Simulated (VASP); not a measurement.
Wanted: the native input for a VASP 6.6.1 run.

```
Task                   : relaxation of cell and atoms
Functional             : PBE
Potentials or basis    : VASP PAW PBE potentials, release 64 (Al, N)
Cutoff                 : 600 eV
k mesh                 : 13 × 13 × 7
Occupations            : fermi-dirac, width 0.05 eV
Spin                   : no spin polarisation
Target pressure        : 100 GPa
Dipole correction      : no
Further INCAR settings : ALGO = Normal; EDIFF = 1e-06; IBRION = 2; EDIFFG = -0.005; NSW = 60; ISIF = 3
```

The structure of AlN (wurtzite type) lies in POSCAR:

```
AlN
1.0
    2.7510190284      0.0000000000      0.0000000000
   -1.3755095142      2.3824523648      0.0000000000
    0.0000000000      0.0000000000      4.4841610162
Al N
2 2
Direct
    0.3333333333      0.6666666667      0.0000000000
    0.6666666667      0.3333333333      0.5000000000
    0.3333333333      0.6666666667      0.3760000000
    0.6666666667      0.3333333333      0.8760000000
```

The input as run:

INCAR

```
PREC = Accurate
ENCUT = 600
EDIFF = 1E-6
ISMEAR = -1
SIGMA = 0.05
LREAL = F
LASPH = T
NELM = 100
ALGO = Normal
ISIF = 3
LWAVE = F
LCHARG = F
GGA = PE
IBRION = 2
NSW = 60
EDIFFG = -0.005
PSTRESS = 1000.0
```

KPOINTS

```
Automatic mesh
0
Gamma
  13 13 7
```

Potentials or basis: VASP PAW PBE potentials, release 64 (Al, N).

Launch:

```console
$ cat potpaw_PBE.64/Al/POTCAR potpaw_PBE.64/N/POTCAR > POTCAR
$ mpirun -np 1 vasp_std > vasp.out
```

It gave:

```json
{"Relaxed volume": "7.51 Å³/atom", "Relaxed cell": "a = 3.041 Å, b = 3.041 Å, c = 3.749 Å, α = 90.00°, β = 90.00°, γ = 120.00°", "Space group after relaxing (to 0.1 Å)": "P6_3/mmc (No. 194)", "Energy change on relaxing (the run minimises the enthalpy)": "-405.3 meV/atom", "Ionic steps": "28", "Pressure after relaxing": "100.0 GPa", "Largest force after relaxing": "0.003 eV/Å", "Band gap on the k mesh": "4.68 eV (least direct gap 5.27 eV)"}
```

Caveat: the cell is relaxed towards a set pressure, so the run minimises the enthalpy, not the energy; a cell axis changed by over 15 % at a fixed basis, so the end point is rough.

Wall time 5.1 min on 1 thread of Intel(R) Xeon(R) Platinum 8259CL CPU @ 2.50GHz (Skylake/Cascade Lake), on a shared host, peak memory 0.18 GiB.
